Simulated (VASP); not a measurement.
Input of a VASP 6.6.1 run:

INCAR

```
SYSTEM = Al16NO22
PREC = Accurate ; ENCUT = 520
EDIFF = 1E-7 ; ISMEAR = 0
SIGMA = 0.05 ; LREAL = Auto
LASPH = .TRUE. ; NELM = 100
ALGO = Normal ; ISIF = 2
LWAVE = .FALSE. ; LCHARG = .TRUE.
GGA = PE ; IVDW = 12
LELF = .TRUE. ; LVHAR = .TRUE.
NBANDS = 118 ; NELECT = 184.0
```

The input KPOINTS:

```
regular mesh
0
G
  2 2 2
  0 0 0
```

The input POSCAR:

```
Al16NO22
1.0
   -4.8050270000     -2.7741840000      4.3720840000
    4.8050270000     -2.7741840000      4.3720840000
    0.0000000000      5.5483680000      4.3720840000
Al O N
16 22 1
Direct
    0.1496519793      0.1465768665      0.1495690849
    0.3546392870      0.3478849025      0.3511653096
    0.6495782052      0.6316532279      0.6352047561
    0.8666203700      0.8515852828      0.8618165974
    0.6414625717      0.6470105114      0.1465819159
    0.8421375305      0.8570750116      0.3573220534
    0.1520182054      0.1496434009      0.6460120889
    0.3572640564      0.3499587905      0.8518750570
    0.6708343852      0.1627125786      0.6355293395
    0.8609198022      0.3563977673      0.8564849924
    0.1430857089      0.6407205817      0.1586154470
    0.3470635438      0.8526442617      0.3498351585
    0.1385853538      0.6486946622      0.6442576671
    0.3211455175      0.8413625735      0.8642329323
    0.6455050153      0.1495820995      0.1435423809
    0.8561329969      0.3541066815      0.3416820139
    0.4094165895      0.6038325626      0.7510550104
    0.4131343500      0.2433821301      0.5967297978
    0.5841108710      0.7458650089      0.3958347403
    0.7607268173      0.4009205144      0.5905964495
    0.2443365628      0.5943716406      0.4051832680
    0.5944509229      0.4023924808      0.2445430838
    0.9092173390      0.1056382956      0.7579431040
    0.0993914235      0.2490028617      0.4029995580
    0.2524773434      0.9002562216      0.6034460967
    0.7475343281      0.1055117130      0.3922884492
    0.0927423037      0.9022644978      0.2518807240
    0.8987019846      0.6007717129      0.2552741527
    0.9072828388      0.2526030628      0.0962450418
    0.0946678568      0.7377866155      0.9101668955
    0.2515858304      0.4009779149      0.0959134111
    0.7440017623      0.5913851381      0.9095258232
    0.1047619104      0.4048058020      0.7481011704
    0.4019639356      0.0952253886      0.2486552204
    0.3977494295      0.7502723186      0.0943811883
    0.5995700695      0.2368688818      0.8938784442
    0.7418717463      0.9047153682      0.0884648653
    0.2538717100      0.0918988429      0.9025048691
    0.8494797671      0.7902093405      0.6157618398
```

Potentials or basis: VASP PAW PBE potentials, release 64 (Al, O, N).

Run with:

```bash
$ cat potpaw_PBE.64/Al/POTCAR potpaw_PBE.64/O/POTCAR potpaw_PBE.64/N/POTCAR > POTCAR
$ mpirun -np 1 vasp_std > vasp.out
```

**Question.** Estimate the largest force.

**Answer.** 1.254 eV/Å.

**Question.** Estimate the dispersion energy per atom.

**Answer.** -0.231 eV.

Forces in eV/Å, atoms in the order of the input:
```
Al  -0.036 -0.026 -0.013
Al   0.059  0.010  0.015
Al  -0.068 -0.063  0.077
Al  -0.058 -0.042 -0.046
Al   0.013  0.021  0.031
Al  -0.125 -0.044  0.042
Al   0.019  0.038 -0.028
Al   0.161 -0.056  0.025
Al   0.370 -0.079  0.131
Al   0.014  0.029  0.040
Al  -0.003 -0.008  0.012
Al  -0.002  0.056  0.037
Al   0.556  0.069 -0.331
Al  -0.030  0.026 -0.083
Al  -0.002  0.052 -0.031
Al  -0.027 -0.015  0.003
O    0.026 -0.074  0.048
O    0.066 -0.008  0.018
O    0.022  0.026  0.175
O    0.010 -0.020 -0.001
O    0.024  0.003  0.008
O   -0.012  0.032  0.032
O    0.058  0.056 -0.178
O    0.016  0.013 -0.002
O    0.037 -0.039  0.058
O   -0.057  0.189 -0.003
O    0.001 -0.045  0.009
O   -0.014 -0.056 -0.083
O   -0.009  0.053 -0.040
O    0.025  0.082  0.047
O    0.014  0.012  0.002
O    0.078 -0.002 -0.017
O    0.019  0.039 -0.025
O    0.002  0.009  0.011
O   -0.025  0.017  0.052
O    0.080  0.011  0.007
O    0.010 -0.023 -0.014
O    0.017  0.001 -0.036
N   -1.229 -0.244  0.052
```

Caveat: the k points lie up to 0.45 Å⁻¹ apart; the cell carries a net charge on a neutralising background, which shifts energy and pressure.
